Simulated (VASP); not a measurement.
Wanted: the native input for a VASP 6.6.1 run.

```yaml
Task: relaxation of cell and atoms
Functional: r2SCAN
Potentials_or_basis: VASP PAW PBE potentials, release 64 (Be)
Cutoff: 600 eV
k_mesh: 24 × 24 × 12
Occupations: fermi-dirac, width 0.1 eV
Spin: no spin polarisation
Target_pressure: 47.9 GPa
Dipole_correction: no
Further_INCAR_settings: ALGO = Normal; EDIFF = 1e-06; IBRION = 2; EDIFFG = -0.002; NSW = 80; ISIF = 3
```

Be:

```xyz
2
Lattice="2.0743 0.0000 0.0000 -1.0371 1.7964 0.0000 0.0000 0.0000 3.2926" Properties=species:S:1:pos:R:3 pbc="T T T"
Be    0.0000    1.1976    0.8231
Be    1.0371    0.5988    2.4694
```

The input as run:

POSCAR

```
Be
1.0
    2.0742541581      0.0000000000      0.0000000000
   -1.0371270791      1.7963567948      0.0000000000
    0.0000000000      0.0000000000      3.2925695897
Be
2
Direct
    0.3333333333      0.6666666667      0.2500000000
    0.6666666667      0.3333333333      0.7500000000
```

INCAR.step1

```
PREC = Accurate
ENCUT = 600
ISMEAR = -1
SIGMA = 0.1
LREAL = F
LASPH = T
NELM = 80
GGA = PE
ALGO = Normal
EDIFF = 1E-4
LWAVE = T
LCHARG = F
```

INCAR.step2

```
PREC = Accurate
ENCUT = 600
EDIFF = 1E-6
ISMEAR = -1
SIGMA = 0.1
LREAL = F
LASPH = T
NELM = 80
ALGO = Normal
ISIF = 3
LWAVE = F
LCHARG = F
METAGGA = R2SCAN
LMIXTAU = T
IBRION = 2
NSW = 80
EDIFFG = -0.002
PSTRESS = 479.0
ISTART = 1
```

KPOINTS

```
regular mesh
0
Gamma
  24 24 12
```

Potentials or basis: VASP PAW PBE potentials, release 64 (Be).

Command:

```sh
$ cat potpaw_PBE.64/Be/POTCAR > POTCAR
$ cp INCAR.step1 INCAR
$ mpirun -np 1 vasp_std > vasp.out
$ cp INCAR.step2 INCAR
$ mpirun -np 1 vasp_std > vasp.out
```

Results of the run:

```yaml
Relaxed_volume: 6.15 Å³/atom
Relaxed_cell: a = 2.074 Å, b = 2.074 Å, c = 3.299 Å, α = 90.00°, β = 90.00°, γ = 120.00°
Space_group_after_relaxing_to_0.1_Å: P6_3/mmc (No. 194)
Energy_change_on_relaxing_the_run_minimises_the_enthalpy: -3.3 meV/atom
Ionic_steps: 5
Pressure_after_relaxing: 47.9 GPa
Band_gap_on_the_k_mesh: zero (bands 2 and 3 overlap by 2.49 eV)
```

Caveat: the cell is relaxed towards a set pressure, so the run minimises the enthalpy, not the energy; the PAW data sets were made with another functional, which shifts forces and pressure a little.

Wall time 5.5 min on 1 thread of Intel Xeon 8259CL (shared host), peak memory 0.16 GiB.
